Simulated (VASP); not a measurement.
Write the native input for VASP 6.6.1 that does the following.

```
Task                   : single point
Functional             : LDA
Potentials or basis    : VASP PAW LDA potentials, release 64 (Pd)
Cutoff                 : 520 eV
k mesh                 : 22 × 22 × 22
Occupations            : gaussian, width 0.15 eV
Spin                   : no spin polarisation
Dipole correction      : no
Further INCAR settings : ALGO = Normal; EDIFF = 1e-07; NBANDS = 11
```

The structure of Pd lies in POSCAR:

```
Pd
1.0
   -1.4464985200      1.4464985200      1.6980634800
    1.4464985200     -1.4464985200      1.6980634800
    1.4464985200      1.4464985200     -1.6980634800
Pd
1
Direct
    0.0000000000      0.0000000000      0.0000000000
```

This cell differs from its parent crystal: strain -0.080 along x and y, +0.080 along z.

These files were run (other wordings do the same):

INCAR

```
SYSTEM = Pd
  PREC = Accurate
  ENCUT = 520
  EDIFF = 1E-7
  ISMEAR = 0
  SIGMA = 0.15
  LREAL = .FALSE.
  LASPH = .TRUE.
  NELM = 80
  ALGO = Normal
  ISIF = 2
  LWAVE = .FALSE.
  LCHARG = .FALSE.
  GGA = CA
  NBANDS = 11
```

KPOINTS

```
regular mesh
0
G
  22 22 22
  0 0 0
```

Potentials or basis: VASP PAW LDA potentials, release 64 (Pd).

Launch:

```sh
$ cat potpaw_LDA.64/Pd/POTCAR > POTCAR
$ mpirun -np 1 vasp_std > vasp.out
```

It gave:

```
Pressure               : 0.4 GPa
Band gap on the k mesh : zero (band 5 reaches 10.94 eV, above the bottom of band 6 at 9.19 eV)
```

Caveat: the cell differs from its parent crystal (strain -0.080 along x and y, +0.080 along z).

It took 52 s on 1 thread of Intel Xeon 6975P-C (shared host), peak memory 0.23 GiB.
